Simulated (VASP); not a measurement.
A run of VASP 6.6.1 is set up as follows.

Contents of INCAR:

```
ALGO = Normal
EDIFF = 1E-6
ENCUT = 520
GGA = PS
ISIF = 2
ISMEAR = -1
LASPH = T
LCHARG = F
LREAL = F
LWAVE = F
NBANDS = 30
NELM = 60
PREC = Accurate
SIGMA = 0.05
```

Contents of KPOINTS:

```
k-points
0
Gamma
  5 5 5
```

File POSCAR:

```
CsSnI3
1.0
    6.2873633123      0.0000000000      0.0000000000
    0.0000000000      6.2873633123      0.0000000000
    0.0000000000      0.0000000000      6.2873633123
Cs I Sn
1 3 1
Direct
    0.0000000000      0.0000000000      0.0000000000
    0.5000000000      0.5000000000      0.0000000000
    0.5000000000      0.0000000000      0.5000000000
    0.0000000000      0.5000000000      0.5000000000
    0.5000000000      0.5000000000      0.5000000000
```

Potentials or basis: VASP PAW PBE potentials, release 64 (Cs_sv, I, Sn_d).

Run with:

```sh
$ cat potpaw_PBE.64/Cs_sv/POTCAR potpaw_PBE.64/I/POTCAR potpaw_PBE.64/Sn_d/POTCAR > POTCAR
$ mpirun -np 1 vasp_std > vasp.out
```

Problem. Predict the band gap on the k mesh.

Solution. 1.76 eV, direct.

Problem. What does it give for the pressure?

Solution. -1.2 GPa.

Caveat: the PAW data sets were made with another functional, which shifts forces and pressure a little; spin-orbit coupling is left out, which moves the levels of the heavy elements. A k mesh can miss the band edges.
